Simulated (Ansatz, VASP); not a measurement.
**Two plane-wave programs on AlNi3**

File INCAR:

```
SYSTEM = AlNi3
ALGO     = Normal         ! electronic algorithm
EDIFF    = 1E-7           ! SCF threshold, eV
ENCUT    = 520            ! plane-wave cutoff, eV
GGA      = PE             ! functional
ISIF     = 2              ! what is computed and relaxed
ISMEAR   = -1             ! smearing method
LASPH    = .True.         ! aspherical terms in the spheres
LCHARG   = .False.        ! write CHGCAR
LREAL    = .False.        ! projectors in reciprocal space
LWAVE    = .False.        ! write WAVECAR
NBANDS   = 24             ! bands
NELM     = 80             ! most SCF steps
PREC     = Accurate       ! precision mode
SIGMA    = 0.03           ! smearing width, eV
```

The input KPOINTS:

```
k-points
0
Gamma
  10 10 10
  0 0 0
```

Contents of POSCAR:

```
AlNi3
1.0
    3.5230547267      0.0000000000      0.0000000000
    0.0000000000      3.5230547267      0.0000000000
    0.0000000000      0.0000000000      3.5230547267
Al Ni
1 3
Direct
    0.0000000000      0.0000000000      0.0000000000
    0.0000000000      0.5000000000      0.5000000000
    0.5000000000      0.0000000000      0.5000000000
    0.5000000000      0.5000000000      0.0000000000
```

Input for Ansatz:

```yaml
crystal:
  lattice:
    - [3.5230547267, 0.0, 0.0]
    - [0.0, 3.5230547267, 0.0]
    - [0.0, 0.0, 3.5230547267]
  atoms:
    - { symbol: Al, position: [0.0, 0.0, 0.0] }
    - { symbol: Ni, position: [0.0, 0.5, 0.5] }
    - { symbol: Ni, position: [0.5, 0.0, 0.5] }
    - { symbol: Ni, position: [0.5, 0.5, 0.0] }
kpoints:
  mp_grid: { grid: [10, 10, 10] }
scf:
  occupations: { method: fermi_dirac, width: 0.03 }
hamiltonian:
  xc: pbe
  pseudopotentials: { kind: paw }
output:
  forces: true
  stress: true
  eigenvalues: true
```

Alike in both runs: task single point; functional PBE; k mesh 10 × 10 × 10; occupations fermi-dirac, width 0.03 eV; no spin polarisation.

```csv
,VASP,Ansatz
version,VASP 6.6.1,Ansatz 0.2.0
potentials or method,"VASP PAW PBE potentials, release 64 (Al, Ni)","PAW with Ansatz's default frozen-core files, scalar-relativistic"
plane-wave cutoff (eV),520,420
valence electrons in the cell,33,57
```

|  | VASP | Ansatz | Ansatz less VASP |
| --- | --- | --- | --- |
| pressure (GPa) | 7.0 | 7.0 | +0.02 |

VASP's potentials hold 33 valence electrons a cell and Ansatz's 57, so a difference there can come from the potentials and not from the codes.
